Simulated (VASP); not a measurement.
SrTe:

```
Sr Te
1.0
     0.00000    3.35276    3.35276
     3.35276    0.00000    3.35276
     3.35276    3.35276    0.00000
Sr Te
1 1
Direct
  0.00000 0.00000 0.00000
  0.50000 0.50000 0.50000
```

Base run:

| Quantity | Value |
| --- | --- |
| Program | VASP 6.6.1 |
| Functional | PBE |
| Potentials or basis | VASP PAW PBE potentials, release 64 (Sr_sv, Te) |
| Cutoff | 500 eV |
| k mesh | 4 × 4 × 4 |
| Occupations | gaussian, width 0.01 eV |
| Spin | no spin polarisation |

Its results: band gap on the k mesh 1.74 eV (least direct gap 2.47 eV); pressure 0.4 GPa.

After a change of settings the same cell gave: band gap on the k mesh 2.14 eV (least direct gap 2.88 eV); pressure 0.2 GPa. Which change was it?
A. functional from PBE to HSE06; cutoff from 500 eV to 400 eV
B. k mesh from 4 × 4 × 4 to 6 × 6 × 6
C. functional from PBE to r2SCAN; cutoff from 500 eV to 550 eV
D. functional from PBE to PBE0; cutoff from 500 eV to 400 eV

C.

Caveats: spin-orbit coupling is left out, which moves the levels of the heavy elements; the PAW data sets were made with another functional, which shifts forces and pressure a little (at least some runs).
